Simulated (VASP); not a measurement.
Write the native input for VASP 6.6.1 that does the following.

```
Task                   : single point
Functional             : PBEsol
Potentials or basis    : VASP PAW PBE potentials, release 64 (As, Ga_d)
Cutoff                 : 520 eV
k mesh                 : 8 × 8 × 8
Occupations            : fermi-dirac, width 0.05 eV
Spin                   : no spin polarisation
Dipole correction      : no
Further INCAR settings : ALGO = Normal; EDIFF = 1e-07; NBANDS = 16
```

The structure of GaAs lies in POSCAR:

```
GaAs
1.0
    0.0000000000      2.7691429914      2.7691429914
    2.7691429914      0.0000000000      2.7691429914
    2.7691429914      2.7691429914      0.0000000000
As Ga
1 1
Direct
    0.7500000000      0.7500000000      0.7500000000
    0.0000000000      0.0000000000      0.0000000000
```

This cell differs from its parent crystal: volume scaled by 0.94.

These files were run (other wordings do the same):

INCAR

```
SYSTEM = GaAs
  ALGO = Normal
  EDIFF = 1E-7
  ENCUT = 520
  GGA = PS
  ISIF = 2
  ISMEAR = -1
  LASPH = .True.
  LCHARG = .False.
  LREAL = .False.
  LWAVE = .False.
  NBANDS = 16
  NELM = 100
  PREC = Accurate
  SIGMA = 0.05
```

KPOINTS

```
k-points
0
Gamma
  8 8 8
  0 0 0
```

Potentials or basis: VASP PAW PBE potentials, release 64 (As, Ga_d).

Run with:

```console
$ cat potpaw_PBE.64/As/POTCAR potpaw_PBE.64/Ga_d/POTCAR > POTCAR
$ mpirun -np 1 vasp_std > vasp.out
```

It gave:

| Property | Result |
| --- | --- |
| Pressure | 5.4 GPa |
| Band gap on the k mesh | 0.93 eV, direct |

Caveat: the PAW data sets were made with another functional, which shifts forces and pressure a little.

Wall time 30 s on 1 thread of Intel(R) Xeon(R) Platinum 8259CL CPU @ 2.50GHz (Skylake/Cascade Lake), on a shared host, peak memory 0.17 GiB.
